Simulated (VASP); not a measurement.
Write the native input for VASP 6.6.1 that does the following.

| Item | Value |
| --- | --- |
| Task | single point |
| Functional | PBE |
| Potentials or basis | VASP PAW PBE potentials, release 64 (K_sv, V_sv, I, O) |
| Cutoff | 520 eV |
| k mesh | 4 × 4 × 4 |
| Occupations | fermi-dirac, width 0.02 eV |
| Spin | no spin polarisation |
| Dipole correction | no |
| Further INCAR settings | LREAL = Auto; ALGO = Normal; EDIFF = 1e-07; NBANDS = 159 |

The structure of KV2I3O13 lies in POSCAR:

```
KV2I3O13
1.0
   -7.0680000000      5.1005000000      4.0319000000
    7.0680000000     -5.1005000000      4.0319000000
    7.0680000000      5.1005000000     -4.0319000000
K V I O
2 4 6 26
Direct
    0.3560781428      0.7146883955      0.1413897474
    0.5732986481      0.2146883955      0.8586102526
    0.9957715045      0.3871089067      0.3521327220
    0.0349761847      0.6436387826      0.6478672780
    0.9957715045      0.1436387826      0.1086625979
    0.0349761847      0.8871089067      0.8913374021
    0.9816328114      0.0101835686      0.4714492428
    0.5387343259      0.5101835686      0.5285507572
    0.4962046842      0.7552302147      0.7563330175
    0.9988971972      0.7398716667      0.2436669825
    0.4962046842      0.2398716667      0.2409744695
    0.9988971972      0.2552302147      0.7590255305
    0.9620393526      0.1944359376      0.4681142061
    0.7263217315      0.4939251465      0.5318857939
    0.9620393526      0.9939251465      0.2676034150
    0.7263217315      0.6944359376      0.7323965850
    0.7048948435      0.8032571440      0.4016376996
    0.4016194444      0.3032571440      0.5983623004
    0.3389156122      0.5833555807      0.5562855495
    0.0270700312      0.7826300627      0.4437144505
    0.3389156122      0.2826300627      0.2555600315
    0.0270700312      0.0833555807      0.7444399685
    0.3314950443      0.8174567275      0.7118206869
    0.1056360407      0.6196743574      0.2881793131
    0.3314950443      0.1196743574      0.0140383167
    0.1056360407      0.3174567275      0.9859616833
    0.4072643809      0.5955890798      0.8761028621
    0.7194862177      0.5311615187      0.1238971379
    0.4072643809      0.0311615187      0.3116753010
    0.7194862177      0.0955890798      0.6883246990
    0.7509239562      0.2448682595      0.2055355553
    0.0393327042      0.5453884009      0.7944644447
    0.7509239562      0.0453884009      0.0060556967
    0.0393327042      0.7448682595      0.9939443033
    0.1041073809      0.3419095587      0.2621978222
    0.0797117365      0.8419095587      0.7378021778
    0.9692966912      0.4692966912      0.5000000000
    0.9692966912      0.9692966912      0.0000000000
```

These files were run (other wordings do the same):

INCAR

```
PREC = Accurate
ENCUT = 520
EDIFF = 1E-7
ISMEAR = -1
SIGMA = 0.02
LREAL = Auto
LASPH = True
NELM = 80
ALGO = Normal
ISIF = 2
LWAVE = False
LCHARG = False
GGA = PE
NBANDS = 159
LUSENCCL = False
```

KPOINTS

```
Automatic mesh
0
Gamma
  4 4 4
```

Potentials or basis: VASP PAW PBE potentials, release 64 (K_sv, V_sv, I, O).

The run is started by

```sh
$ cat potpaw_PBE.64/K_sv/POTCAR potpaw_PBE.64/V_sv/POTCAR potpaw_PBE.64/I/POTCAR potpaw_PBE.64/O/POTCAR > POTCAR
$ mpirun -np 1 vasp_std > vasp.out
```

It gave:

```json
{
  "Pressure": "0.3 GPa",
  "Largest force": "0.324 eV/Å",
  "Band gap on the k mesh": "1.52 eV"
}
```

Caveat: spin-orbit coupling is left out, which moves the levels of the heavy elements.

It took 6.6 min on 1 × NVIDIA H100 80GB with 1 thread of AMD EPYC 7R13 Processor (Zen 3) (shared host), peak memory 2.3 GiB.
